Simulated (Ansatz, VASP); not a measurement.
# RbYSi2: VASP beside Ansatz

```
Rb Y Si
1.0
     3.87247    0.00000    0.00000
     0.00000    3.87247    0.00000
     0.00000    0.00000    7.57579
Rb Y Si
1 1 2
Direct
  0.00000 0.00000 0.50000
  0.00000 0.00000 0.00000
  0.50000 0.50000 0.84521
  0.50000 0.50000 0.15479
```

Alike in both runs: task relaxation of cell and atoms; functional PBE; k mesh 12 × 12 × 6; occupations gaussian, width 0.1 eV; no spin polarisation.

|  | VASP | Ansatz |
| --- | --- | --- |
| version | VASP 6.6.1 | Ansatz 0.2.0 |
| potentials or method | VASP PAW PBE potentials, release 64 (Rb_sv, Y_sv, Si), cutoff 600 eV | scalar-relativistic, plane waves, PAW |
| valence electrons in the cell | 28 | 28 |

```csv
,VASP,Ansatz,Ansatz less VASP
"gap on the k mesh at the Fermi level, each at its own relaxed structure (eV)",none,none,-
relaxed volume (Å³/atom),28.72,28.69,-0.030
relaxed cell length with the largest relative difference (Å),7.601,7.594,-0.0070
```

A gap of «none» marks a metal or a gap that the smearing closes.
